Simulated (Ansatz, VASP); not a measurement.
# One calculation of Se, two programs

```
Se
1.0
     5.09242    0.00000    0.00000
    -2.54621    4.41016    0.00000
     0.00000    0.00000    2.65441
Se
3
Cartesian
  0.0000 0.0000 0.0000
  0.0000 2.9401 1.3272
  2.5462 1.4701 1.3272
```

Alike in both runs: functional PBEsol; k mesh 9 × 9 × 16; occupations gaussian, width 0.1 eV; no spin polarisation.

Ansatz relaxed the structure, and its values are those at the end. VASP's run is a single point on that final structure, the one shown.

```csv
,VASP,Ansatz
version,VASP 6.6.1,Ansatz 0.2.0
potentials or method,"VASP PAW PBE potentials, release 64 (Se), cutoff 520 eV","scalar-relativistic, plane waves, PAW"
valence electrons in the cell,18,48
```

```csv
,VASP,Ansatz,Ansatz less VASP
gap on the k mesh at the Fermi level (eV),none,none,-
pressure (GPa),0.1,0.0,-0.11
```

VASP's potentials were made for PBE, not for PBEsol. A gap of «none» marks a metal or a gap that the smearing closes. With one functional, cell and mesh, what is left measures potentials, basis and numerics. VASP's potentials hold 18 valence electrons a cell and Ansatz's 48, so a difference there can come from the potentials and not from the codes.
